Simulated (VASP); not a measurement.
# Ga (P2_1/m) in VASP: a series of runs

Ga is run at these levels: PBEsol, LDA; tasks: single point.

All numbers are computed with VASP 6.6.1; they aren't measurements. Logs are shortened: lines on timing, memory, paths and dates and some standing lists are left out, and cuts for length are marked.

## Step 1: The cell of the first run

It takes space group P2_1/m (No. 11, monoclinic). The conventional cell has a = 2.722 Å, b = 3.215 Å, c = 4.124 Å, α = 90.00°, β = 108.61°, γ = 90.00°. Ga (site symmetry m) has 10 Ga at 2.65 to 3.21 Å within 3.5 Å.

## Step 2: Single point, PBEsol (17.10 Å³/atom)

INCAR reads:

```
SYSTEM = Ga
  ALGO = Fast
  EDIFF = 1E-6
  ENCUT = 520
  GGA = PS
  ISIF = 2
  ISMEAR = -1
  LASPH = .TRUE.
  LCHARG = .TRUE.
  LELF = .TRUE.
  LREAL = .FALSE.
  LVHAR = .TRUE.
  LWAVE = .FALSE.
  NBANDS = 20
  NELM = 80
  PREC = Accurate
  SIGMA = 0.05
```

KPOINTS reads:

```
k-points
0
G
  10 8 7
  0 0 0
```

POSCAR reads:

```
Ga
1.0
    2.7217036785      0.0000000000      0.0000000000
    0.0000000000      3.2146183849      0.0000000000
   -1.3160064422      0.0000000000      3.9088161735
Ga
2
Direct
    0.1345962700      0.7500000000      0.7701668300
    0.8654037300      0.2500000000      0.2298331700
```

Potentials or basis: VASP PAW PBE potentials, release 64 (Ga_d).

Launch:

```
> cat potpaw_PBE.64/Ga_d/POTCAR > POTCAR
> mpirun -np 1 vasp_std > vasp.out
```

OUTCAR:

```text
SYSTEM = Ga
   EDIFF = 1E-6
   ENCUT = 520
   GGA = PS
   ISIF = 2
   ISMEAR = -1
   LASPH = .TRUE.
   LREAL = .FALSE.
   NELM = 80
   PREC = Accurate

 ion  position               nearest neighbor table
   1  0.135  0.750  0.770-   2 2.65   2 2.65   2 2.76   2 2.76   2 2.78   2 2.78
   2  0.865  0.250  0.230-   1 2.65   1 2.65   1 2.76   1 2.76   1 2.78   1 2.78

  LATTYP: Found a simple monoclinic cell.
 ALAT       =     2.7217036785
 B/A-ratio  =     1.1811052064
 C/A-ratio  =     1.5153762184
 COS(beta)  =    -0.3190778872

  Lattice vectors:

 A1 = (   2.7217036785,   0.0000000000,   0.0000000000)
 A2 = (   0.0000000000,   3.2146183849,   0.0000000000)
 A3 = (  -1.3160064422,   0.0000000000,   3.9088161735)

Analysis of symmetry for initial positions (statically):
=====================================================================
 Subroutine PRICEL returns:
 Original cell was already a primitive cell.

 Routine SETGRP: Setting up the symmetry group for a
 simple monoclinic supercell.

 Subroutine GETGRP returns: Found  4 space group operations
 (whereof  2 operations were pure point group operations)
 out of a pool of  4 trial point group operations.

The static configuration has the point symmetry S_2 .
 The point group associated with its full space group is C_2h.

Analysis of symmetry for dynamics (positions and initial velocities):
=====================================================================
 Subroutine PRICEL returns:
 Original cell was already a primitive cell.

 Routine SETGRP: Setting up the symmetry group for a
 simple monoclinic supercell.

 Subroutine GETGRP returns: Found  4 space group operations
 (whereof  2 operations were pure point group operations)
 out of a pool of  4 trial point group operations.

The dynamic configuration has the point symmetry S_2 .
 The point group associated with its full space group is C_2h.

 Subroutine INISYM returns: Found  4 space group operations
 (whereof  2 operations are pure point group operations),
 and found     1 'primitive' translations

----------------------------------------------------------------------------------------

                                     Primitive cell

  volume of cell :      34.1992

  direct lattice vectors                    reciprocal lattice vectors
     2.721703678  0.000000000  0.000000000     0.367416926  0.000000000  0.123700635
     0.000000000  3.214618385  0.000000000     0.000000000  0.311078915  0.000000000
    -1.316006442  0.000000000  3.908816173     0.000000000  0.000000000  0.255831934

  length of vectors
     2.721703678  3.214618385  4.124405028     0.387681628  0.311078915  0.255831934

  position of ions in fractional coordinates (direct lattice)
     0.134596270  0.750000000  0.770166830
     0.865403730  0.250000000  0.229833170

  ion indices of the primitive-cell ions
   primitive index   ion index
                 1           1
                 2           2

----------------------------------------------------------------------------------------

 KPOINTS: k-points

Automatic generation of k-mesh.
 Grid dimensions read from file:
 generate k-points for:   10    8    7

 Generating k-lattice:

  Cartesian coordinates                     Fractional coordinates (reciprocal lattice)
     0.036741693  0.000000000  0.012370063     0.100000000  0.000000000  0.000000000
     0.000000000  0.038884864  0.000000000     0.000000000  0.125000000  0.000000000
     0.000000000  0.000000000  0.036547419     0.000000000  0.000000000  0.142857143

  Length of vectors
     0.038768163  0.038884864  0.036547419

  Shift w.r.t. Gamma in fractional coordinates (k-lattice)
     0.000000000  0.000000000  0.000000000

 Subroutine IBZKPT returns following result:
 ===========================================

 Found    180 irreducible k-points:

 Following reciprocal coordinates:
            Coordinates               Weight
  0.000000  0.000000  0.000000      1.000000
  0.100000  0.000000  0.000000      2.000000
  0.200000  0.000000  0.000000      2.000000
  0.300000  0.000000 -0.000000      2.000000
  0.400000  0.000000  0.000000      2.000000
  0.500000  0.000000  0.000000      1.000000
[... 16 lines left out ...]
  0.400000  0.375000  0.000000      4.000000
  0.500000  0.375000  0.000000      2.000000
 [... further k-points ...]
   k-points           NKPTS =    180   k-points in BZ     NKDIM =    180   number of bands    NBANDS=     20
   number of dos      NEDOS =    301   number of ions     NIONS =      2
   total plane-waves  NPLWV =  15360
   dimension x,y,z NGX =    20 NGY =   24 NGZ =   32
   dimension x,y,z NGXF=    40 NGYF=   48 NGZF=   64
   ions per type =               2
   NGX,Y,Z   is equivalent  to a cutoff of  12.22, 12.41, 12.90 a.u.
   NGXF,Y,Z  is equivalent  to a cutoff of  24.43, 24.82, 25.80 a.u.
 SYSTEM =  Ga
   PREC   = accura    normal or accurate (medium, high low for compatibility)
   ISTART =      0    job   : 0-new  1-cont  2-samecut
   ICHARG =      2    charge: 1-file 2-atom 10-const
   ISPIN  =      1    spin polarized calculation?
   LNONCOLLINEAR =      F non collinear calculations
   LSORBIT =      F    spin-orbit coupling
   LASPH  =      T    aspherical Exc in radial PAW
   ENCUT  =  520.0 eV  38.22 Ry    6.18 a.u.   5.06  5.98  7.67*2*pi/ulx,y,z
   NELM   =     80;   NELMIN=  2; NELMDL= -5     # of ELM steps
   EDIFF  = 0.1E-05   stopping-criterion for ELM
   LREAL  =      F    real-space projection
   EDIFFG = 0.1E-04   stopping-criterion for IOM
   NSW    =      0    number of steps for IOM
   IBRION =     -1    ionic relax: 0-MD 1-quasi-New 2-CG
   NFREE  =      0    steps in history (QN), initial steepest desc. (CG)
   ISIF   =      2    stress and relaxation
   ISYM   =      2    0-nonsym 1-usesym 2-fastsym
   POTIM  = 0.5000    time-step for ionic-motion
   TEBEG  =    0.0;   TEEND  =   0.0 temperature during run
   PSTRESS=    0.0 pullay stress
   NELECT =      26.0000    total number of electrons
   NUPDOWN=      -1.0000    fix difference up-down
   EMIN   =  10.00;   EMAX   =-10.00  energy-range for DOS
   EFERMI =   0.00;   METHOD = LEGACY
   ISMEAR =    -1;   SIGMA  =   0.05  broadening in eV -4-tet -1-fermi 0-gaus
   EFERMI_NEDOS =   21; number of points for ismear=-14 and -15
   IALGO  =     68    algorithm
   IMIX   =      4    mixing-type and parameters
     AMIX     =   0.40;   BMIX     =  1.00
     AMIX_MAG =   1.60;   BMIX_MAG =  1.00
  volume/ion in A,a.u.               =      17.10       115.39
  Fermi-wavevector in a.u.,A,eV,Ry     =   1.494150  2.823534 30.374779  2.232483
  Thomas-Fermi vector in A             =   2.606459
   LORBIT       =      0    0 simple, 1 ext, 2 COOP (PROOUT), +10 PAW based schemes
   GGA     = PS    functional components
   LHFCALC =     F    Hartree Fock is set to
   AEXX    =    0.0000 exact exchange contribution
   IVDW    =     0    specifies the selected vdW correction
   LEPSILON=     F    determine dielectric tensor
   LRPA    =     F    only Hartree local field effects (RPA)
 non-spin polarized calculation
 RMM-DIIS sequential band-by-band and
  energy-cutoff  :      520.00
  volume of cell :       34.20
 maximum number of plane-waves:       934
   NGX = 11   NGY = 11   NGZ = 15

 number of electron      26.0000013 magnetization

 Free energy of the ion-electron system (eV)
  ---------------------------------------------------
  ext. energy  EPLUGINS =         0.00000000
  ---------------------------------------------------
  free energy    TOTEN  =        -6.67464734 eV

  energy without entropy =       -6.66973403  energy(sigma->0) =       -6.67219068

 E-fermi :   6.3232     XC(G=0): -11.6095

 val. band max:        6.3220706974   @ k =   0.1000   0.2500   0.4286
 cond. band min:       6.3413226557   @ k =   0.1000   0.1250   0.1429
 fundamental gap:      0.0192519583
 Fermi energy:         6.3231947601

 k-point     1 :       0.0000    0.0000    0.0000
  band No.  band energies     occupation
      1      -8.9401      2.00000
      2      -8.9220      2.00000
      3      -8.8674      2.00000
      4      -8.8477      2.00000
      5      -8.5479      2.00000
      6      -8.5427      2.00000
[... 12 lines left out ...]
     19      17.9112      0.00000
     20      19.6861      0.00000

 k-point     2 :       0.1000    0.0000    0.0000
  band No.  band energies     occupation
      1      -8.9217      2.00000
      2      -8.9133      2.00000
      3      -8.8466      2.00000
      4      -8.8013      2.00000
      5      -8.5639      2.00000
      6      -8.5631      2.00000
[... 12 lines left out ...]
     19      18.3279      0.00000
     20      21.2041      0.00000

 k-point     3 :       0.2000    0.0000    0.0000
  band No.  band energies     occupation
      1      -8.8918      2.00000
      2      -8.8820      2.00000
      3      -8.7854      2.00000
      4      -8.7030      2.00000
      5      -8.6174      2.00000
      6      -8.5995      2.00000
[... 12 lines left out ...]
     19      18.5425      0.00000
     20      22.3263      0.00000

 k-point     4 :       0.3000    0.0000   -0.0000
  band No.  band energies     occupation
      1      -8.8688      2.00000
      2      -8.8437      2.00000
      3      -8.7397      2.00000
      4      -8.7084      2.00000
      5      -8.6872      2.00000
      6      -8.5521      2.00000
[... 12 lines left out ...]
     19      18.8260      0.00000
     20      20.8116      0.00000

 k-point     5 :       0.4000    0.0000    0.0000
  band No.  band energies     occupation
      1      -8.8539      2.00000
      2      -8.8435      2.00000
      3      -8.7472      2.00000
      4      -8.7446      2.00000
      5      -8.7159      2.00000
      6      -8.5611      2.00000
[... 12 lines left out ...]
     19      17.8588      0.00000
     20      19.3182      0.00000
[... 353 lines left out ...]
      6      -8.6253      2.00000
[... 12 lines left out ...]
     19      16.3483      0.00000
     20      18.2348      0.00000

 k-point    22 :       0.3000    0.3750   -0.0000
  band No.  band energies     occupation
      1      -8.8956      2.00000
      2      -8.8327      2.00000
      3      -8.7798      2.00000
      4      -8.7015      2.00000
      5      -8.6125      2.00000
      6      -8.6002      2.00000
[... 12 lines left out ...]
     19      14.6797      0.00000
     20      16.7395      0.00000

 k-point    23 :       0.4000    0.3750    0.0000
  band No.  band energies     occupation
      1      -8.9177      2.00000
      2      -8.8349      2.00000
      3      -8.8306      2.00000
      4      -8.7552      2.00000
      5      -8.6118      2.00000
      6      -8.5497      2.00000
[... 12 lines left out ...]
     19      15.1166      0.00000
     20      18.0888      0.00000

 k-point    24 :       0.5000    0.3750    0.0000
  band No.  band energies     occupation
      1      -8.9270      2.00000
      2      -8.8574      2.00000
      3      -8.8140      2.00000
      4      -8.7944      2.00000
      5      -8.6130      2.00000
      6      -8.5247      2.00000
[... 12 lines left out ...]
     19      17.1919      0.00000
     20      17.8806      0.00000

 [... further k-points ...]

------------------------ aborting loop because EDIFF is reached ----------------------------------------

  FORCE on cell =-STRESS in cart. coord.  units (eV):
  Direction    XX          YY          ZZ          XY          YZ          ZX
  --------------------------------------------------------------------------------------
  -------------------------------------------------------------------------------------
  Total        0.9381518      0.5314717      0.8072550      0.0000000      0.0000000     -0.0930956
  in kB       43.9509406     24.8986142     37.8186320      0.0000000      0.0000000     -4.3613851
  external PRESSURE =      35.5560623 kB  Pullay stress =       0.0000000 kB

 VOLUME and BASIS-vectors are now :
 -----------------------------------------------------------------------------
  energy-cutoff  :      520.00
  volume of cell :       34.20
      direct lattice vectors                 reciprocal lattice vectors
     2.721703678  0.000000000  0.000000000     0.367416926  0.000000000  0.123700635
     0.000000000  3.214618385  0.000000000     0.000000000  0.311078915  0.000000000
    -1.316006442  0.000000000  3.908816173     0.000000000  0.000000000  0.255831934

 POSITION                                       TOTAL-FORCE (eV/Angst)
 -----------------------------------------------------------------------------------
     -0.64721      2.41096      3.01044        -0.004840      0.000000     -0.094932
      2.05291      0.80365      0.89838         0.004840     -0.000000      0.094932
 -----------------------------------------------------------------------------------
    total drift:                               -0.000000      0.000000      0.000000

  FREE ENERGIE OF THE ION-ELECTRON SYSTEM (eV)
  ---------------------------------------------------
  free  energy   TOTEN  =        -6.6746473354 eV

  energy  without entropy=       -6.6697340345  energy(sigma->0) =       -6.67219068
```

It took 78 s on 1 thread of Intel Xeon 8259CL, shared host; peak memory 0.21 GiB.

Results:

```
Free energy            : -6.6746 eV
Pressure               : 3.6 GPa
Largest force          : 0.095 eV/Å
Band gap on the k mesh : zero (bands 13 and 14 overlap by 8.78 eV)
```

Forces on the atoms (eV/Å):
```
Ga  -0.005  0.000 -0.095
Ga   0.005  0.000  0.095
```

Stress tensor (GPa, compression positive):
```
 4.40  0.00 -0.44
 0.00  2.49  0.00
-0.44  0.00  3.78
```

Caveat: the cell stands under pressure; the PAW data sets were made with another functional, which shifts forces and pressure a little.

## Step 3: Single point, LDA (17.46 Å³/atom)

This run uses another cell than the first one, of 17.46 Å³/atom.

INCAR reads:

```
SYSTEM = Ga
  PREC = Accurate
  ENCUT = 520
  EDIFF = 1E-6
  ISMEAR = -1
  SIGMA = 0.05
  LREAL = .FALSE.
  LASPH = .TRUE.
  NELM = 100
  ALGO = Fast
  ISIF = 2
  LWAVE = .FALSE.
  LCHARG = .FALSE.
  NBANDS = 20
```

KPOINTS reads:

```
Automatic mesh
0
G
  10 8 7
  0 0 0
```

POSCAR reads:

```
Ga
1.0
    2.7408712373      0.0000000000      0.0000000000
    0.0000000000      3.2372572885      0.0000000000
   -1.3252743986      0.0000000000      3.9363439549
Ga
2
Direct
    0.1345962700      0.7500000000      0.7701668300
    0.8654037300      0.2500000000      0.2298331700
```

Potentials or basis: VASP PAW LDA potentials, release 64 (Ga_d).

Launch:

```
> cat potpaw_LDA.64/Ga_d/POTCAR > POTCAR
> mpirun -np 1 vasp_std > vasp.out
```

Run time: 72 s. Hardware: 1 thread of Intel Xeon 8259CL, shared host; peak memory 0.2 GiB.

Results (log left out):

```yaml
Free_energy: -7.1769 eV
Pressure: -0.3 GPa
Largest_force: 0.080 eV/Å
Band_gap_on_the_k_mesh: zero (bands 13 and 14 overlap by 8.55 eV)
```

Forces on the atoms (eV/Å):
```
Ga  -0.011  0.000 -0.079
Ga   0.011  0.000  0.079
```

Stress tensor (GPa, compression positive):
```
 0.29  0.00 -0.42
 0.00 -1.03  0.00
-0.42  0.00 -0.09
```

Levels at points of the mesh, in eV from the Fermi level:
| k point | band 10 | band 11 | band 12 | band 13 | band 14 | band 15 | band 16 | band 17 |
| --- | --- | --- | --- | --- | --- | --- | --- | --- |
| (0.00, 0.00, 0.00) | -14.74 | -11.72 | -2.18 | -1.40 | 1.81 | 5.79 | 9.40 | 10.59 |
| (0.50, 0.00, 0.00) | -14.77 | -6.40 | -5.46 | -1.47 | 0.26 | 6.31 | 6.76 | 8.93 |
| (0.00, 0.50, 0.00) | -14.81 | -8.04 | -8.04 | 1.76 | 1.76 | 2.78 | 2.78 | 11.81 |
| (0.50, 0.50, 0.00) | -14.77 | -2.97 | -2.97 | -1.77 | -1.77 | 2.20 | 2.20 | 4.71 |
